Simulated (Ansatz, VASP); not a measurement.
## Te2Mo: VASP beside Ansatz

Contents of INCAR:

```
SYSTEM = Te2Mo
PREC = Accurate
ENCUT = 520
EDIFF = 1E-7
ISMEAR = 0
SIGMA = 0.05
LREAL = .FALSE.
LASPH = .TRUE.
NELM = 100
ALGO = Normal
ISIF = 2
LWAVE = .FALSE.
LCHARG = .FALSE.
GGA = CA
NBANDS = 49
KPAR = 4
```

The input KPOINTS:

```
regular mesh
0
G
  12 12 1
  0 0 0
```

POSCAR

```
Te2Mo
1.0
    3.4709964735      0.0000000000      0.0000000000
   -1.7354982368      3.0059711225      0.0000000000
    0.0000000000      0.0000000000     30.2065362563
Te Mo
6 3
Direct
   -0.1152406818      0.0000000000      0.9405159683
    0.3934660615      0.6666666667      0.7128929968
    0.3884362811      0.6666666667      0.1682534351
    0.3884362811      0.6666666667      0.8317465649
    0.3934660615      0.6666666667      0.2871070032
   -0.1152406818      0.0000000000      0.0594840317
    0.0571697491      0.0000000000      0.7722229666
    0.0571697491      0.0000000000      0.2277770334
    0.2190071493      0.6666666667      0.0000000000
```

Input for Ansatz:

```yaml
crystal:
  lattice:
    - [3.4709964735, 0.0, 0.0]
    - [-1.7354982368, 3.0059711225, 0.0]
    - [0.0, 0.0, 30.2065362563]
  atoms:
    - { symbol: Te, position: [-0.1152406818, 0.0, 0.9405159683] }
    - { symbol: Te, position: [0.3934660615, 0.6666666667, 0.7128929968] }
    - { symbol: Te, position: [0.3884362811, 0.6666666667, 0.1682534351] }
    - { symbol: Te, position: [0.3884362811, 0.6666666667, 0.8317465649] }
    - { symbol: Te, position: [0.3934660615, 0.6666666667, 0.2871070032] }
    - { symbol: Te, position: [-0.1152406818, 0.0, 0.0594840317] }
    - { symbol: Mo, position: [0.0571697491, 0.0, 0.7722229666] }
    - { symbol: Mo, position: [0.0571697491, 0.0, 0.2277770334] }
    - { symbol: Mo, position: [0.2190071493, 0.6666666667, 0.0] }
basis:
  ecutwfc: 420
kpoints:
  mp_grid: { grid: [12, 12, 1] }
hamiltonian:
  xc: lda
scf:
  occupations: { method: gaussian, width: 0.05 }
output:
  forces: true
  stress: true
  eigenvalues: true
```

Change from the starting cell: mode 7 (24.8 1/cm) frozen in, largest displacement -0.400 Å.

Alike in both runs: task single point; functional LDA; k mesh 12 × 12 × 1; occupations gaussian, width 0.05 eV; no spin polarisation.

|  | VASP | Ansatz |
| --- | --- | --- |
| version | VASP 6.6.1 | Ansatz 0.2.0 |
| potentials or method | VASP PAW LDA potentials, release 64 (Te, Mo_sv), cutoff 520 eV | scalar-relativistic, plane waves, PAW |
| valence electrons in the cell | 78 | 138 |

Ansatz gave:

| Property | Result |
| --- | --- |
| gap on the k mesh at the Fermi level (eV) | 0.79 |
| least direct gap on the mesh (eV) | 1.15 |
| rms of the force components (eV/Å) | 0.054 |

**Question.** Estimate VASP's values.

**Answer.** gap on the k mesh at the Fermi level (eV): 0.78; least direct gap on the mesh (eV): 1.15; rms of the force components (eV/Å): 0.047.

LDA's correlation is that of Perdew and Zunger in VASP and of Perdew and Wang (1992) in Ansatz. Atom by atom the forces differ by 0.027 eV/Å (rms over components). VASP's potentials hold 78 valence electrons a cell and Ansatz's 138, so a difference there can come from the potentials and not from the codes.

Spin-orbit coupling is off throughout.
